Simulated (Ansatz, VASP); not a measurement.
**SrCl2 in VASP and in Ansatz**

Contents of POSCAR:

```
SrCl2
1.0
    0.0000000000      3.4977180853      3.4466514012
    3.4977180853      0.0000000000      3.4466514012
    3.4977180853      3.4977180853      0.0000000000
Sr Cl
1 2
Direct
    0.0000000000      0.0000000000      0.0000000000
    0.2500000000      0.2500000000      0.2500000000
    0.7500000000      0.7500000000      0.7500000000
```

Contents of INCAR.step1:

```
  PREC = Accurate
  ENCUT = 520
  EDIFF = 1E-5
  ISMEAR = 0
  SIGMA = 0.01
  LREAL = F
  LASPH = T
  NELM = 80
  ALGO = Normal
  ISIF = 2
  LWAVE = T
  LCHARG = F
  NBANDS = 19
  GGA = PE
```

File INCAR.step2:

```
  PREC = Accurate
  ENCUT = 520
  EDIFF = 1E-6
  ISMEAR = 0
  SIGMA = 0.01
  LREAL = F
  LASPH = T
  NELM = 80
  ALGO = Normal
  ISIF = 2
  LWAVE = F
  LCHARG = F
  GGA = PE
  LHFCALC = T
  HFSCREEN = 0.2079
  PRECFOCK = Normal
  NBANDS = 19
  ISTART = 1
```

File KPOINTS:

```
Automatic mesh
0
Gamma
  4 4 4
```

Input for Ansatz:

```yaml
crystal:
  lattice:
    - [0.0, 3.4977180853, 3.4466514012]
    - [3.4977180853, 0.0, 3.4466514012]
    - [3.4977180853, 3.4977180853, 0.0]
  atoms:
    - { symbol: Sr, position: [0.0, 0.0, 0.0] }
    - { symbol: Cl, position: [0.25, 0.25, 0.25] }
    - { symbol: Cl, position: [0.75, 0.75, 0.75] }
kpoints:
  mp_grid: { grid: [4, 4, 4] }
  band_path:
    path:
      - [0.0, 0.0, 0.0]
      - [0.5, 0.0, 0.5]
      - [0.625, 0.25, 0.625]
      - [0.375, 0.375, 0.75]
      - [0.5, 0.5, 0.5]
      - [0.5, 0.25, 0.75]
    npoints: 1
hamiltonian:
  xc: hse06
scf:
  occupations: { method: fixed }
  n_extra_bands: 4
output:
  forces: true
  stress: true
  eigenvalues: true
```

Change from the starting cell: uniaxial_z strain -1.5%.

Alike in both runs: task single point; functional HSE06; k mesh 4 × 4 × 4; no spin polarisation.

|  | VASP | Ansatz |
| --- | --- | --- |
| version | VASP 6.6.1 | Ansatz 0.2.0 |
| potentials or method | VASP PAW PBE potentials, release 64 (Sr_sv, Cl) | plane waves, PAW |
| plane-wave cutoff (eV) | 520 | 420 |
| occupations | gaussian, width 0.01 eV | fixed |
| valence electrons in the cell | 24 | 24 |

Ansatz gave:

| Quantity | Value |
| --- | --- |
| gap on the k mesh at the Fermi level (eV) | 6.58 |
| pressure (GPa) | 0.7 |
| traceless stress, the component that is largest in VASP (GPa) | 0.53 |

Task: What did VASP give for the same quantities?

Result: gap on the k mesh at the Fermi level (eV): 6.57; pressure (GPa): 0.8; traceless stress, the component that is largest in VASP (GPa): 0.53.

Ansatz's warnings: stress exchange threshold loose, stress scf threshold loose.
